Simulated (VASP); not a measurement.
# MgO (P6_3/mmc) in VASP: notebook

The runs below take MgO through single point, with r2SCAN.

All numbers are computed with VASP 6.6.1; they aren't measurements. Logs are shortened: lines on timing, memory, paths and dates and some standing lists are left out, and cuts for length are marked.

## Step 1: The cell of the first run

The structure is hexagonal, space group P6_3/mmc (No. 194). Conventional cell: a = 3.428 Å, b = 3.428 Å, c = 4.324 Å, α = 90.00°, β = 90.00°, γ = 120.00°. Within 2.6 Å of Mg (site symmetry -6m2) lie 5 O at 1.98 to 2.16 Å. O (site symmetry -6m2) has 5 Mg at 1.98 to 2.16 Å within 2.6 Å.

## Step 2: Single point, r2SCAN

The input, POSCAR:

```
MgO
1.0
    3.4278991550      0.0000000000      0.0000000000
   -1.7139495775      2.9686477498      0.0000000000
    0.0000000000      0.0000000000      4.3240729328
Mg O
2 2
Direct
    0.6666666667      0.3333333333      0.7500000000
    0.3333333333      0.6666666667      0.2500000000
    0.6666666667      0.3333333333      0.2500000000
    0.3333333333      0.6666666667      0.7500000000
```

The input, INCAR.step1:

```
PREC = Accurate
ENCUT = 520
ISMEAR = 0
SIGMA = 0.05
LREAL = False
LASPH = True
NELM = 100
NBANDS = 16
GGA = PE
ALGO = Normal
EDIFF = 1E-4
LWAVE = True
LCHARG = False
```

The input, INCAR.step2:

```
PREC = Accurate
ENCUT = 520
EDIFF = 1E-7
ISMEAR = 0
SIGMA = 0.05
LREAL = False
LASPH = True
NELM = 100
ALGO = Normal
ISIF = 2
LWAVE = False
LCHARG = False
METAGGA = R2SCAN
LMIXTAU = True
NBANDS = 16
ISTART = 1
```

The input, KPOINTS:

```
regular mesh
0
Gamma
  12 12 6
```

Potentials or basis: VASP PAW PBE potentials, release 64 (Mg, O).

The run is started by

```sh
cat potpaw_PBE.64/Mg/POTCAR potpaw_PBE.64/O/POTCAR > POTCAR
cp INCAR.step1 INCAR
mpirun -np 1 vasp_std > vasp.out
cp INCAR.step2 INCAR
mpirun -np 1 vasp_std > vasp.out
```

OUTCAR:

```text
PREC = Accurate
   ENCUT = 520
   EDIFF = 1E-7
   ISMEAR = 0
   LREAL = False
   LASPH = True
   NELM = 100
   ISIF = 2
   METAGGA = R2SCAN
   ISTART = 1

 ion  position               nearest neighbor table
   1  0.667  0.333  0.750-   4 1.98   4 1.98   4 1.98   3 2.16   3 2.16   2 2.93   2 2.93   2 2.93
                             2 2.93   2 2.93   2 2.93
   2  0.333  0.667  0.250-   3 1.98   3 1.98   3 1.98   4 2.16   4 2.16   1 2.93   1 2.93   1 2.93
                             1 2.93   1 2.93   1 2.93
   3  0.667  0.333  0.250-   2 1.98   2 1.98   2 1.98   1 2.16   1 2.16
   4  0.333  0.667  0.750-   1 1.98   1 1.98   1 1.98   2 2.16   2 2.16

  LATTYP: Found a hexagonal cell.
 ALAT       =     3.4278991550
 C/A-ratio  =     1.2614352807

  Lattice vectors:

 A1 = (   3.4278991550,   0.0000000000,   0.0000000000)
 A2 = (  -1.7139495775,   2.9686477498,   0.0000000000)
 A3 = (   0.0000000000,   0.0000000000,   4.3240729328)

Analysis of symmetry for initial positions (statically):
=====================================================================
 Subroutine PRICEL returns:
 Original cell was already a primitive cell.

 Routine SETGRP: Setting up the symmetry group for a
 hexagonal supercell.

 Subroutine GETGRP returns: Found 24 space group operations
 (whereof 12 operations were pure point group operations)
 out of a pool of 24 trial point group operations.

The static configuration has the point symmetry D_3d.
 The point group associated with its full space group is D_6h.

Analysis of symmetry for dynamics (positions and initial velocities):
=====================================================================
 Subroutine PRICEL returns:
 Original cell was already a primitive cell.

 Routine SETGRP: Setting up the symmetry group for a
 hexagonal supercell.

 Subroutine GETGRP returns: Found 24 space group operations
 (whereof 12 operations were pure point group operations)
 out of a pool of 24 trial point group operations.

The dynamic configuration has the point symmetry D_3d.
 The point group associated with its full space group is D_6h.

 Subroutine INISYM returns: Found 24 space group operations
 (whereof 12 operations are pure point group operations),
 and found     1 'primitive' translations

----------------------------------------------------------------------------------------

                                     Primitive cell

  volume of cell :      44.0027

  direct lattice vectors                    reciprocal lattice vectors
     3.427899155  0.000000000  0.000000000     0.291723868  0.168426854  0.000000000
    -1.713949577  2.968647750  0.000000000     0.000000000  0.336853707  0.000000000
     0.000000000  0.000000000  4.324072933     0.000000000  0.000000000  0.231263444

  length of vectors
     3.427899155  3.427899155  4.324072933     0.336853707  0.336853707  0.231263444

  position of ions in fractional coordinates (direct lattice)
     0.666666667  0.333333333  0.750000000
     0.333333333  0.666666667  0.250000000
     0.666666667  0.333333333  0.250000000
     0.333333333  0.666666667  0.750000000

  ion indices of the primitive-cell ions
   primitive index   ion index
                 1           1
                 2           2
                 3           3
                 4           4

----------------------------------------------------------------------------------------

 KPOINTS: regular mesh

Automatic generation of k-mesh.
 Grid dimensions read from file:
 generate k-points for:   12   12    6

 Generating k-lattice:

  Cartesian coordinates                     Fractional coordinates (reciprocal lattice)
     0.024310322  0.014035571  0.000000000     0.083333333  0.000000000  0.000000000
     0.000000000  0.028071142  0.000000000     0.000000000  0.083333333  0.000000000
     0.000000000  0.000000000  0.038543907     0.000000000  0.000000000  0.166666667

  Length of vectors
     0.028071142  0.028071142  0.038543907

  Shift w.r.t. Gamma in fractional coordinates (k-lattice)
     0.000000000  0.000000000  0.000000000

 Subroutine IBZKPT returns following result:
 ===========================================

 Found     76 irreducible k-points:

 Following reciprocal coordinates:
            Coordinates               Weight
  0.000000  0.000000  0.000000      1.000000
  0.083333  0.000000  0.000000      6.000000
  0.166667 -0.000000  0.000000      6.000000
  0.250000  0.000000  0.000000      6.000000
  0.333333 -0.000000  0.000000      6.000000
  0.416667 -0.000000  0.000000      6.000000
[... 16 lines left out ...]
  0.250000  0.000000  0.166667     12.000000
  0.333333 -0.000000  0.166667     12.000000
 [... further k-points ...]
   k-points           NKPTS =     76   k-points in BZ     NKDIM =     76   number of bands    NBANDS=     16
   number of dos      NEDOS =    301   number of ions     NIONS =      4
   total plane-waves  NPLWV =  25088
   dimension x,y,z NGX =    28 NGY =   28 NGZ =   32
   dimension x,y,z NGXF=    56 NGYF=   56 NGZF=   64
   ions per type =               2   2
   NGX,Y,Z   is equivalent  to a cutoff of  13.58, 13.58, 12.30 a.u.
   NGXF,Y,Z  is equivalent  to a cutoff of  27.16, 27.16, 24.61 a.u.
 SYSTEM =  unknown system
   PREC   = accura    normal or accurate (medium, high low for compatibility)
   ISTART =      1    job   : 0-new  1-cont  2-samecut
   ICHARG =      0    charge: 1-file 2-atom 10-const
   ISPIN  =      1    spin polarized calculation?
   LNONCOLLINEAR =      F non collinear calculations
   LSORBIT =      F    spin-orbit coupling
   LASPH  =      T    aspherical Exc in radial PAW
   ENCUT  =  520.0 eV  38.22 Ry    6.18 a.u.   6.37  6.37  8.04*2*pi/ulx,y,z
   NELM   =    100;   NELMIN=  2; NELMDL=  0     # of ELM steps
   EDIFF  = 0.1E-06   stopping-criterion for ELM
   LREAL  =      F    real-space projection
   EDIFFG = 0.1E-05   stopping-criterion for IOM
   NSW    =      0    number of steps for IOM
   IBRION =     -1    ionic relax: 0-MD 1-quasi-New 2-CG
   NFREE  =      0    steps in history (QN), initial steepest desc. (CG)
   ISIF   =      2    stress and relaxation
   ISYM   =      2    0-nonsym 1-usesym 2-fastsym
   POTIM  = 0.5000    time-step for ionic-motion
   TEBEG  =    0.0;   TEEND  =   0.0 temperature during run
   PSTRESS=    0.0 pullay stress
   NELECT =      16.0000    total number of electrons
   NUPDOWN=      -1.0000    fix difference up-down
   EMIN   =  10.00;   EMAX   =-10.00  energy-range for DOS
   EFERMI =   0.00;   METHOD = LEGACY
   ISMEAR =     0;   SIGMA  =   0.05  broadening in eV -4-tet -1-fermi 0-gaus
   EFERMI_NEDOS =   21; number of points for ismear=-14 and -15
   IALGO  =     38    algorithm
   IMIX   =      4    mixing-type and parameters
     AMIX     =   0.40;   BMIX     =  1.00
     AMIX_MAG =   1.60;   BMIX_MAG =  1.00
  volume/ion in A,a.u.               =      11.00        74.24
  Fermi-wavevector in a.u.,A,eV,Ry     =   1.168481  2.208109 18.576679  1.365347
  Thomas-Fermi vector in A             =   2.304967
   LORBIT       =      0    0 simple, 1 ext, 2 COOP (PROOUT), +10 PAW based schemes
   METAGGA = R2SCAN    functional components
   LHFCALC =     F    Hartree Fock is set to
   AEXX    =    0.0000 exact exchange contribution
   IVDW    =     0    specifies the selected vdW correction
   LEPSILON=     F    determine dielectric tensor
   LRPA    =     F    only Hartree local field effects (RPA)
 non-spin polarized calculation
 Gauss-broadening in eV      SIGMA  =   0.05
  energy-cutoff  :      520.00
  volume of cell :       44.00
 maximum number of plane-waves:      1198
 NGX is ok and might be reduce to    28

 number of electron      15.9999992 magnetization

 Free energy of the ion-electron system (eV)
  ---------------------------------------------------
  ext. energy  EPLUGINS =         0.00000000
  ---------------------------------------------------
  free energy    TOTEN  =       -32.02889498 eV

  energy without entropy =      -32.02889498  energy(sigma->0) =      -32.02889498

 E-fermi :   1.9501     XC(G=0): -10.5687

 val. band max:        1.6684769476   @ k =   0.0000   0.0000   0.0000
 cond. band min:       5.7023428518   @ k =   0.0000   0.0000   0.0000
 fundamental gap:      4.0338659042
 Fermi energy:         1.9501432108

 k-point     1 :       0.0000    0.0000    0.0000
  band No.  band energies     occupation
      1     -16.2755      2.00000
      2     -14.9974      2.00000
      3      -2.1598      2.00000
      4      -0.0859      2.00000
      5      -0.0859      2.00000
      6       0.7144      2.00000
[... 8 lines left out ...]
     15      18.4937      0.00000
     16      18.5484      0.00000

 k-point     2 :       0.0833    0.0000    0.0000
  band No.  band energies     occupation
      1     -16.2406      2.00000
      2     -14.9990      2.00000
      3      -2.1010      2.00000
      4      -0.2037      2.00000
      5      -0.1411      2.00000
      6       0.5363      2.00000
[... 8 lines left out ...]
     15      18.0650      0.00000
     16      18.1652      0.00000

 k-point     3 :       0.1667   -0.0000    0.0000
  band No.  band energies     occupation
      1     -16.1411      2.00000
      2     -15.0074      2.00000
      3      -1.9289      2.00000
      4      -0.5644      2.00000
      5      -0.2725      2.00000
      6       0.1893      2.00000
[... 8 lines left out ...]
     15      17.3353      0.00000
     16      17.4341      0.00000

 k-point     4 :       0.2500    0.0000    0.0000
  band No.  band energies     occupation
      1     -15.9918      2.00000
      2     -15.0303      2.00000
      3      -1.6575      2.00000
      4      -1.0803      2.00000
      5      -0.4240      2.00000
      6      -0.1113      2.00000
[... 8 lines left out ...]
     15      16.5464      0.00000
     16      17.1062      0.00000

 k-point     5 :       0.3333   -0.0000    0.0000
  band No.  band energies     occupation
      1     -15.8183      2.00000
      2     -15.0758      2.00000
      3      -1.5648      2.00000
      4      -1.3159      2.00000
      5      -0.5558      2.00000
      6      -0.3354      2.00000
[... 8 lines left out ...]
     15      17.0265      0.00000
     16      17.0926      0.00000

 k-point     6 :       0.4167   -0.0000    0.0000
  band No.  band energies     occupation
      1     -15.6593      2.00000
      2     -15.1400      2.00000
      3      -1.8944      2.00000
      4      -0.9680      2.00000
      5      -0.6437      2.00000
      6      -0.4768      2.00000
[... 8 lines left out ...]
     15      17.0396      0.00000
     16      17.5297      0.00000
[... 267 lines left out ...]
 k-point    21 :       0.0833    0.0000    0.1667
  band No.  band energies     occupation
      1     -16.1597      2.00000
      2     -15.0840      2.00000
      3      -1.9712      2.00000
      4      -0.1330      2.00000
      5      -0.0866      2.00000
      6       0.3882      2.00000
[... 8 lines left out ...]
     15      17.6884      0.00000
     16      18.5387      0.00000

 k-point    22 :       0.1667   -0.0000    0.1667
  band No.  band energies     occupation
      1     -16.0654      2.00000
      2     -15.0826      2.00000
      3      -1.8829      2.00000
      4      -0.4637      2.00000
      5      -0.2078      2.00000
      6       0.0101      2.00000
[... 8 lines left out ...]
     15      17.3058      0.00000
     16      17.9265      0.00000

 k-point    23 :       0.2500    0.0000    0.1667
  band No.  band energies     occupation
      1     -15.9248      2.00000
      2     -15.0906      2.00000
      3      -1.8066      2.00000
      4      -0.9018      2.00000
      5      -0.3486      2.00000
      6      -0.2401      2.00000
[... 8 lines left out ...]
     15      16.9550      0.00000
     16      17.1558      0.00000

 k-point    24 :       0.3333   -0.0000    0.1667
  band No.  band energies     occupation
      1     -15.7627      2.00000
      2     -15.1180      2.00000
      3      -1.8994      2.00000
      4      -1.1075      2.00000
      5      -0.4722      2.00000
      6      -0.3993      2.00000
[... 8 lines left out ...]
     15      16.8015      0.00000
     16      17.1396      0.00000

 [... further k-points ...]
[... 5 lines left out ...]
  --------------------------------------------------------------------------------------
  -------------------------------------------------------------------------------------
  Total        0.6878271      0.6878271     -1.6870862      0.0000000      0.0000000      0.0000000
  in kB       25.0443728     25.0443728    -61.4282503      0.0000000      0.0000000      0.0000000
  external PRESSURE =      -3.7798349 kB  Pullay stress =       0.0000000 kB

 VOLUME and BASIS-vectors are now :
 -----------------------------------------------------------------------------
  energy-cutoff  :      520.00
  volume of cell :       44.00
      direct lattice vectors                 reciprocal lattice vectors
     3.427899155  0.000000000  0.000000000     0.291723868  0.168426854  0.000000000
    -1.713949577  2.968647750  0.000000000     0.000000000  0.336853707  0.000000000
     0.000000000  0.000000000  4.324072933     0.000000000  0.000000000  0.231263444

 POSITION                                       TOTAL-FORCE (eV/Angst)
 -----------------------------------------------------------------------------------
      1.71395      0.98955      3.24305         0.000000      0.000000     -0.000000
     -0.00000      1.97910      1.08102        -0.000000      0.000000     -0.000000
      1.71395      0.98955      1.08102        -0.000000     -0.000000      0.000000
     -0.00000      1.97910      3.24305        -0.000000     -0.000000      0.000000
 -----------------------------------------------------------------------------------
    total drift:                               -0.000000      0.000000     -0.000000

  FREE ENERGIE OF THE ION-ELECTRON SYSTEM (eV)
  ---------------------------------------------------
  free  energy   TOTEN  =       -32.0288949768 eV

  energy  without entropy=      -32.0288949768  energy(sigma->0) =      -32.02889498
```

Wall time 2.1 min (1 thread of Intel Xeon 6975P-C (Granite Rapids), shared host); peak memory 0.2 GiB.

Results:

```
Free energy            : -32.0289 eV
Pressure               : -0.4 GPa
Band gap on the k mesh : 4.03 eV
```

Caveat: the stress differs along the axes, from -6 to 3 GPa; the PAW data sets were made with another functional, which shifts forces and pressure a little. A k mesh can miss the band edges.

## Step 3: Single point, r2SCAN

This run uses another cell than the first one, of the same volume but with other edges.

The input, POSCAR:

```
MgO
1.0
    3.7531374897      0.0000000000      0.0000000000
   -1.8765687449      3.2503124100      0.0000000000
    0.0000000000      0.0000000000      3.6071162231
Mg O
2 2
Direct
    0.6666666667      0.3333333333      0.7500000000
    0.3333333333      0.6666666667      0.2500000000
    0.6666666667      0.3333333333      0.2500000000
    0.3333333333      0.6666666667      0.7500000000
```

The input, INCAR.step1:

```
PREC = Accurate
ENCUT = 520
ISMEAR = 0
SIGMA = 0.05
LREAL = F
LASPH = T
NELM = 80
NBANDS = 16
GGA = PE
ALGO = Normal
EDIFF = 1E-4
LWAVE = T
LCHARG = F
```

The input, INCAR.step2:

```
PREC = Accurate
ENCUT = 520
EDIFF = 1E-6
ISMEAR = 0
SIGMA = 0.05
LREAL = F
LASPH = T
NELM = 80
ALGO = Normal
ISIF = 2
LWAVE = F
LCHARG = T
METAGGA = R2SCAN
LMIXTAU = T
LELF = T
LVHAR = T
NBANDS = 16
ISTART = 1
```

KPOINTS is that of step 2.

Potentials or basis: VASP PAW PBE potentials, release 64 (Mg, O).

The run is started by

```sh
cat potpaw_PBE.64/Mg/POTCAR potpaw_PBE.64/O/POTCAR > POTCAR
cp INCAR.step1 INCAR
mpirun -np 1 vasp_std > vasp.out
cp INCAR.step2 INCAR
mpirun -np 1 vasp_std > vasp.out
```

It took 2.2 min on 1 thread of Intel Xeon 6975P-C (Granite Rapids), shared host; peak memory 0.19 GiB.

The run converged. Its results:

```
Free energy            : -30.8491 eV
Pressure               : 18.1 GPa
Band gap on the k mesh : 3.92 eV (least direct gap 4.17 eV)
```

Stress tensor (GPa, compression positive):
```
-6.28  0.00  0.00
 0.00 -6.28  0.00
 0.00  0.00 66.84
```

Levels at points of the mesh, in eV from the valence-band top:
```csv
k point,band 5,band 6,band 7,band 8,band 9,band 10,band 11,band 12
"(0.00, 0.00, 0.00)",-2.10,-0.56,-0.56,-0.25,3.92,11.93,12.33,12.33
"(0.50, 0.00, 0.00)",-2.06,-1.26,-1.22,0.00,7.19,10.10,12.70,13.53
"(0.00, 0.00, 0.50)",-1.36,-1.36,-1.36,-1.36,7.30,7.30,12.74,12.74
"(0.50, 0.00, 0.50)",-1.56,-1.56,-0.72,-0.72,8.17,8.17,12.96,12.96
```

Caveat: the stress differs along the axes, from -6 to 67 GPa; the PAW data sets were made with another functional, which shifts forces and pressure a little. A k mesh can miss the band edges.

(Continued in part 2 of 2.)
